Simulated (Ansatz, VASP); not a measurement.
**One calculation of ZnO, two programs**

Contents of POSCAR:

```
ZnO
1.0
    3.2493080000      0.0000000000      0.0000000000
   -1.6246540000      2.8139832727      0.0000000000
    0.0000000000      0.0000000000      5.2057090000
Zn O
2 2
Direct
    0.6666666667      0.3333333333      0.0000000000
    0.3333333333      0.6666666667      0.5000000000
    0.3333333333      0.6666666667      0.8790100000
    0.6666666667      0.3333333333      0.3790100000
```

Contents of INCAR.step1:

```
  PREC = Accurate
  ENCUT = 520
  ISMEAR = -1
  SIGMA = 0.05
  LREAL = False
  LASPH = True
  NELM = 80
  NBANDS = 26
  GGA = PE
  ALGO = Normal
  EDIFF = 1E-4
  LWAVE = True
  LCHARG = False
```

INCAR.step2

```
  PREC = Accurate
  ENCUT = 520
  EDIFF = 1E-7
  ISMEAR = -1
  SIGMA = 0.05
  LREAL = False
  LASPH = True
  NELM = 80
  ALGO = Normal
  ISIF = 2
  LWAVE = False
  LCHARG = True
  METAGGA = R2SCAN
  LMIXTAU = True
  LELF = True
  LVHAR = True
  NBANDS = 26
  ISTART = 1
```

The input KPOINTS:

```
Automatic mesh
0
Gamma
  5 5 3
```

The input input.yaml:

```yaml
crystal:
  lattice:
    - [3.249308, 0.0, 0.0]
    - [-1.624654, 2.8139832727, 0.0]
    - [0.0, 0.0, 5.205709]
  atoms:
    - { symbol: Zn, position: [0.6666666667, 0.3333333333, 0.0] }
    - { symbol: Zn, position: [0.3333333333, 0.6666666667, 0.5] }
    - { symbol: O, position: [0.3333333333, 0.6666666667, 0.87901] }
    - { symbol: O, position: [0.6666666667, 0.3333333333, 0.37901] }
hamiltonian:
  xc: r2scan
  pseudopotentials: { kind: paw }
kpoints:
  mp_grid: { grid: [5, 5, 3] }
  band_path:
    path:
      - [[0.0, 0.0, 0.0], [0.5, 0.0, 0.0], [0.3333333333, 0.3333333333, 0.0], [0.0, 0.0, 0.0], [0.0, 0.0, 0.5], [0.5, 0.0, 0.5], [0.3333333333, 0.3333333333, 0.5], [0.0, 0.0, 0.5]]
      - [[0.5, 0.0, 0.5], [0.5, 0.0, 0.0]]
      - [[0.3333333333, 0.3333333333, 0.0], [0.3333333333, 0.3333333333, 0.5]]
    npoints: 14
scf:
  occupations: { method: fermi_dirac, width: 0.05 }
  n_extra_bands: 10
output:
  forces: true
  stress: true
  eigenvalues: true
  fatbands: false
```

Alike in both runs: functional r2SCAN; k mesh 5 × 5 × 3; occupations fermi-dirac, width 0.05 eV; no spin polarisation.

|  | VASP | Ansatz |
| --- | --- | --- |
| version | VASP 6.6.1 | Ansatz 0.2.0 |
| potentials or method | VASP PAW PBE potentials, release 64 (Zn, O) | Ansatz PAW |
| plane-wave cutoff (eV) | 520 | 500 |
| valence electrons in the cell | 36 | 36 |
| task | single point | band structure |

|  | VASP | Ansatz | Ansatz less VASP |
| --- | --- | --- | --- |
| gap on the k mesh at the Fermi level (eV) | 1.23 | 1.23 | +0.003 |
| least direct gap on the mesh (eV) | 1.23 | 1.23 | +0.003 |
| pressure (GPa) | -0.1 | -1.1 | -1.00 |
| traceless stress, the component that is largest in VASP (GPa) | 1.12 | 0.99 | -0.129 |
| rms of the force components (eV/Å) | 0.049 | 0.040 | -0.0093 |

VASP's potentials were made for PBE, not for r2SCAN. Atom by atom the forces differ by 0.009 eV/Å (rms over components). With one functional, cell and mesh, what is left measures potentials, basis and numerics.

The k mesh is coarse, so the values compare programs but aren't converged.
